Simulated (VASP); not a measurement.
# TePb2 (P6/mmm) in VASP: single point with PBE

Aim: the single point of TePb2 with PBE.

Everything below comes from runs of VASP 6.6.1. Logs are shortened: lines on timing, memory, paths and dates and some standing lists are left out, and cuts for length are marked.

## Step 1: The cell of the first run

It takes space group P6/mmm (No. 191, hexagonal). Conventional cell: a = 5.347 Å, b = 5.347 Å, c = 4.030 Å, α = 90.00°, β = 90.00°, γ = 120.00°. Within 4.8 Å of Te (site symmetry 6/mmm) lie 12 Pb at 3.69 Å and 2 Te at 4.03 Å. Pb (site symmetry -6m2) has 5 Pb at 3.09 to 4.03 Å and 6 Te at 3.69 Å within 4.1 Å.

## Step 2: Single point, PBE

INCAR reads:

```
ALGO = Fast ; EDIFF = 1E-6
ENCUT = 520 ; GGA = PE
ISIF = 2 ; ISMEAR = 0
LASPH = T ; LCHARG = T
LELF = T ; LREAL = F
LVHAR = T ; LWAVE = F
NBANDS = 24 ; NELM = 60
PREC = Accurate ; SIGMA = 0.1
```

KPOINTS reads:

```
k-points
0
Gamma
  12 12 12
```

POSCAR reads:

```
TePb2
1.0
    5.3465466707      0.0000000000      0.0000000000
   -2.6732733353      4.6302452393      0.0000000000
    0.0000000000      0.0000000000      4.0295702839
Te Pb
1 2
Direct
    0.0000000000      0.0000000000      0.0000000000
    0.3333333333      0.6666666667      0.5000000000
    0.6666666667      0.3333333333      0.5000000000
```

Potentials or basis: VASP PAW PBE potentials, release 64 (Te, Pb_d).

The run is started by

```console
$ cat potpaw_PBE.64/Te/POTCAR potpaw_PBE.64/Pb_d/POTCAR > POTCAR
$ mpirun -np 1 vasp_std > vasp.out
```

OUTCAR:

```text
EDIFF = 1E-6
   ENCUT = 520
   GGA = PE
   ISIF = 2
   ISMEAR = 0
   LASPH = T
   LREAL = F
   NELM = 60
   PREC = Accurate

 ion  position               nearest neighbor table
   1  0.000  0.000  0.000-   2 3.69   3 3.69   2 3.69   3 3.69   2 3.69   2 3.69   3 3.69   3 3.69
                             3 3.69   3 3.69   2 3.69   2 3.69
   2  0.333  0.667  0.500-   3 3.09   3 3.09   3 3.09   1 3.69   1 3.69   1 3.69   1 3.69   1 3.69
                             1 3.69
   3  0.667  0.333  0.500-   2 3.09   2 3.09   2 3.09   1 3.69   1 3.69   1 3.69   1 3.69   1 3.69
                             1 3.69

  LATTYP: Found a hexagonal cell.
 ALAT       =     5.3465466707
 C/A-ratio  =     0.7536771924

  Lattice vectors:

 A1 = (   5.3465466707,   0.0000000000,   0.0000000000)
 A2 = (  -2.6732733353,   4.6302452393,   0.0000000000)
 A3 = (   0.0000000000,   0.0000000000,   4.0295702839)

Analysis of symmetry for initial positions (statically):
=====================================================================
 Subroutine PRICEL returns:
 Original cell was already a primitive cell.

 Routine SETGRP: Setting up the symmetry group for a
 hexagonal supercell.

 Subroutine GETGRP returns: Found 24 space group operations
 (whereof 24 operations were pure point group operations)
 out of a pool of 24 trial point group operations.

The static configuration has the point symmetry D_6h.

Analysis of symmetry for dynamics (positions and initial velocities):
=====================================================================
 Subroutine PRICEL returns:
 Original cell was already a primitive cell.

 Routine SETGRP: Setting up the symmetry group for a
 hexagonal supercell.

 Subroutine GETGRP returns: Found 24 space group operations
 (whereof 24 operations were pure point group operations)
 out of a pool of 24 trial point group operations.

The dynamic configuration has the point symmetry D_6h.

 Subroutine INISYM returns: Found 24 space group operations
 (whereof 24 operations are pure point group operations),
 and found     1 'primitive' translations

----------------------------------------------------------------------------------------

                                     Primitive cell

  volume of cell :      99.7553

  direct lattice vectors                    reciprocal lattice vectors
     5.346546671  0.000000000  0.000000000     0.187036617  0.107985641  0.000000000
    -2.673273335  4.630245239  0.000000000     0.000000000  0.215971282  0.000000000
     0.000000000  0.000000000  4.029570284     0.000000000  0.000000000  0.248165420

  length of vectors
     5.346546671  5.346546671  4.029570284     0.215971282  0.215971282  0.248165420

  position of ions in fractional coordinates (direct lattice)
     0.000000000  0.000000000  0.000000000
     0.333333333  0.666666667  0.500000000
     0.666666667  0.333333333  0.500000000

  ion indices of the primitive-cell ions
   primitive index   ion index
                 1           1
                 2           2
                 3           3

----------------------------------------------------------------------------------------

 KPOINTS: k-points

Automatic generation of k-mesh.
 Grid dimensions read from file:
 generate k-points for:   12   12   12

 Generating k-lattice:

  Cartesian coordinates                     Fractional coordinates (reciprocal lattice)
     0.015586385  0.008998803  0.000000000     0.083333333  0.000000000  0.000000000
     0.000000000  0.017997607  0.000000000     0.000000000  0.083333333  0.000000000
     0.000000000  0.000000000  0.020680452     0.000000000  0.000000000  0.083333333

  Length of vectors
     0.017997607  0.017997607  0.020680452

  Shift w.r.t. Gamma in fractional coordinates (k-lattice)
     0.000000000  0.000000000  0.000000000

 Subroutine IBZKPT returns following result:
 ===========================================

 Found    133 irreducible k-points:

 Following reciprocal coordinates:
            Coordinates               Weight
  0.000000  0.000000  0.000000      1.000000
  0.083333  0.000000  0.000000      6.000000
  0.166667  0.000000  0.000000      6.000000
  0.250000  0.000000  0.000000      6.000000
  0.333333  0.000000  0.000000      6.000000
  0.416667 -0.000000  0.000000      6.000000
[... 16 lines left out ...]
  0.250000  0.000000  0.083333     12.000000
  0.333333  0.000000  0.083333     12.000000
 [... further k-points ...]
   k-points           NKPTS =    133   k-points in BZ     NKDIM =    133   number of bands    NBANDS=     24
   number of dos      NEDOS =    301   number of ions     NIONS =      3
   total plane-waves  NPLWV =  48000
   dimension x,y,z NGX =    40 NGY =   40 NGZ =   30
   dimension x,y,z NGXF=    80 NGYF=   80 NGZF=   60
   ions per type =               1   2
   NGX,Y,Z   is equivalent  to a cutoff of  12.44, 12.44, 12.38 a.u.
   NGXF,Y,Z  is equivalent  to a cutoff of  24.88, 24.88, 24.75 a.u.
 SYSTEM =  unknown system
   PREC   = accura    normal or accurate (medium, high low for compatibility)
   ISTART =      0    job   : 0-new  1-cont  2-samecut
   ICHARG =      2    charge: 1-file 2-atom 10-const
   ISPIN  =      1    spin polarized calculation?
   LNONCOLLINEAR =      F non collinear calculations
   LSORBIT =      F    spin-orbit coupling
   LASPH  =      T    aspherical Exc in radial PAW
   ENCUT  =  520.0 eV  38.22 Ry    6.18 a.u.   9.94  9.94  7.49*2*pi/ulx,y,z
   NELM   =     60;   NELMIN=  2; NELMDL= -5     # of ELM steps
   EDIFF  = 0.1E-05   stopping-criterion for ELM
   LREAL  =      F    real-space projection
   EDIFFG = 0.1E-04   stopping-criterion for IOM
   NSW    =      0    number of steps for IOM
   IBRION =     -1    ionic relax: 0-MD 1-quasi-New 2-CG
   NFREE  =      0    steps in history (QN), initial steepest desc. (CG)
   ISIF   =      2    stress and relaxation
   ISYM   =      2    0-nonsym 1-usesym 2-fastsym
   POTIM  = 0.5000    time-step for ionic-motion
   TEBEG  =    0.0;   TEEND  =   0.0 temperature during run
   PSTRESS=    0.0 pullay stress
   NELECT =      34.0000    total number of electrons
   NUPDOWN=      -1.0000    fix difference up-down
   EMIN   =  10.00;   EMAX   =-10.00  energy-range for DOS
   EFERMI =   0.00;   METHOD = LEGACY
   ISMEAR =     0;   SIGMA  =   0.10  broadening in eV -4-tet -1-fermi 0-gaus
   EFERMI_NEDOS =   21; number of points for ismear=-14 and -15
   IALGO  =     68    algorithm
   IMIX   =      4    mixing-type and parameters
     AMIX     =   0.40;   BMIX     =  1.00
     AMIX_MAG =   1.60;   BMIX_MAG =  1.00
  volume/ion in A,a.u.               =      33.25       224.39
  Fermi-wavevector in a.u.,A,eV,Ry     =   1.143552  2.160999 17.792479  1.307710
  Thomas-Fermi vector in A             =   2.280246
   LORBIT       =      0    0 simple, 1 ext, 2 COOP (PROOUT), +10 PAW based schemes
   GGA     = PE    functional components
   LHFCALC =     F    Hartree Fock is set to
   AEXX    =    0.0000 exact exchange contribution
   IVDW    =     0    specifies the selected vdW correction
   LEPSILON=     F    determine dielectric tensor
   LRPA    =     F    only Hartree local field effects (RPA)
 non-spin polarized calculation
 RMM-DIIS sequential band-by-band and
 Gauss-broadening in eV      SIGMA  =   0.10
  energy-cutoff  :      520.00
  volume of cell :       99.76
 maximum number of plane-waves:      2703
 NGX is ok and might be reduce to    40
   NGX = 19   NGY = 19   NGZ = 15

 number of electron      34.0000006 magnetization

 Free energy of the ion-electron system (eV)
  ---------------------------------------------------
  ext. energy  EPLUGINS =         0.00000000
  ---------------------------------------------------
  free energy    TOTEN  =        -9.96725902 eV

  energy without entropy =       -9.95563653  energy(sigma->0) =       -9.96144778

 E-fermi :   6.0835     XC(G=0):  -9.5640

 val. band max:        6.0787661176   @ k =   0.3333   0.1667   0.0833
 cond. band min:       6.0837761972   @ k =   0.3333   0.1667   0.0000
 fundamental gap:      0.0050100796
 Fermi energy:         6.0835459886

 k-point     1 :       0.0000    0.0000    0.0000
  band No.  band energies     occupation
      1     -11.2034      2.00000
      2     -11.0723      2.00000
      3     -11.0723      2.00000
      4     -11.0502      2.00000
      5     -11.0502      2.00000
      6     -10.9038      2.00000
[... 16 lines left out ...]
     23      11.6022      0.00000
     24      14.0899      0.00000

 k-point     2 :       0.0833    0.0000    0.0000
  band No.  band energies     occupation
      1     -11.2029      2.00000
      2     -11.0855      2.00000
      3     -11.0849      2.00000
      4     -11.0513      2.00000
      5     -11.0481      2.00000
      6     -10.9016      2.00000
[... 16 lines left out ...]
     23      11.5149      0.00000
     24      14.2834      0.00000

 k-point     3 :       0.1667    0.0000    0.0000
  band No.  band energies     occupation
      1     -11.2022      2.00000
      2     -11.1152      2.00000
      3     -11.1124      2.00000
      4     -11.0543      2.00000
      5     -11.0423      2.00000
      6     -10.9015      2.00000
[... 16 lines left out ...]
     23      11.2960      0.00000
     24      14.0798      0.00000

 k-point     4 :       0.2500    0.0000    0.0000
  band No.  band energies     occupation
      1     -11.2041      2.00000
      2     -11.1471      2.00000
      3     -11.1388      2.00000
      4     -11.0582      2.00000
      5     -11.0336      2.00000
      6     -10.9047      2.00000
[... 16 lines left out ...]
     23      11.0181      0.00000
     24      13.6543      0.00000

 k-point     5 :       0.3333    0.0000    0.0000
  band No.  band energies     occupation
      1     -11.2122      2.00000
      2     -11.1736      2.00000
      3     -11.1539      2.00000
      4     -11.0620      2.00000
      5     -11.0234      2.00000
      6     -10.9090      2.00000
[... 16 lines left out ...]
     23      11.1414      0.00000
     24      13.0974      0.00000

 k-point     6 :       0.4167   -0.0000    0.0000
  band No.  band energies     occupation
      1     -11.2223      2.00000
      2     -11.1906      2.00000
      3     -11.1584      2.00000
      4     -11.0647      2.00000
      5     -11.0147      2.00000
      6     -10.9176      2.00000
[... 16 lines left out ...]
     23      11.4684      0.00000
     24      12.7432      0.00000
[... 379 lines left out ...]
 k-point    21 :       0.0833    0.0000    0.0833
  band No.  band energies     occupation
      1     -11.1992      2.00000
      2     -11.0854      2.00000
      3     -11.0846      2.00000
      4     -11.0531      2.00000
      5     -11.0499      2.00000
      6     -10.8970      2.00000
[... 16 lines left out ...]
     23      11.1750      0.00000
     24      14.2239      0.00000

 k-point    22 :       0.1667    0.0000    0.0833
  band No.  band energies     occupation
      1     -11.1988      2.00000
      2     -11.1150      2.00000
      3     -11.1117      2.00000
      4     -11.0561      2.00000
      5     -11.0441      2.00000
      6     -10.8974      2.00000
[... 16 lines left out ...]
     23      10.9958      0.00000
     24      14.3004      0.00000

 k-point    23 :       0.2500    0.0000    0.0833
  band No.  band energies     occupation
      1     -11.2014      2.00000
      2     -11.1469      2.00000
      3     -11.1374      2.00000
      4     -11.0602      2.00000
      5     -11.0354      2.00000
      6     -10.9009      2.00000
[... 16 lines left out ...]
     23      11.1242      0.00000
     24      14.2858      0.00000

 k-point    24 :       0.3333    0.0000    0.0833
  band No.  band energies     occupation
      1     -11.2104      2.00000
      2     -11.1733      2.00000
      3     -11.1514      2.00000
      4     -11.0640      2.00000
      5     -11.0254      2.00000
      6     -10.9095      2.00000
[... 16 lines left out ...]
     23      11.5087      0.00000
     24      13.5859      0.00000

 [... further k-points ...]
[... 5 lines left out ...]
  --------------------------------------------------------------------------------------
  -------------------------------------------------------------------------------------
  Total       -0.0366694     -0.0366694     -0.0452313     -0.0000000      0.0000000     -0.0000000
  in kB       -0.5889498     -0.5889498     -0.7264628     -0.0000000      0.0000000     -0.0000000
  external PRESSURE =      -0.6347875 kB  Pullay stress =       0.0000000 kB

 VOLUME and BASIS-vectors are now :
 -----------------------------------------------------------------------------
  energy-cutoff  :      520.00
  volume of cell :       99.76
      direct lattice vectors                 reciprocal lattice vectors
     5.346546671  0.000000000  0.000000000     0.187036617  0.107985641  0.000000000
    -2.673273335  4.630245239  0.000000000     0.000000000  0.215971282  0.000000000
     0.000000000  0.000000000  4.029570284     0.000000000  0.000000000  0.248165420

 POSITION                                       TOTAL-FORCE (eV/Angst)
 -----------------------------------------------------------------------------------
      0.00000      0.00000      0.00000         0.000000      0.000000      0.000000
     -0.00000      3.08683      2.01479         0.000000      0.000000     -0.000000
      2.67327      1.54342      2.01479        -0.000000      0.000000      0.000000
 -----------------------------------------------------------------------------------
    total drift:                               -0.000000      0.000000      0.000000

  FREE ENERGIE OF THE ION-ELECTRON SYSTEM (eV)
  ---------------------------------------------------
  free  energy   TOTEN  =        -9.9672590228 eV

  energy  without entropy=       -9.9556365289  energy(sigma->0) =       -9.96144778
```

Wall time 3.6 min (1 thread of Intel Xeon Platinum 8488C (Sapphire Rapids), shared host); peak memory 0.42 GiB.

What came out:

```
Free energy            : -9.9673 eV
Pressure               : -0.1 GPa
Band gap on the k mesh : zero (band 17 reaches 7.12 eV, above the bottom of band 18 at 4.71 eV)
```

Caveat: spin-orbit coupling is left out, which moves the levels of the heavy elements.
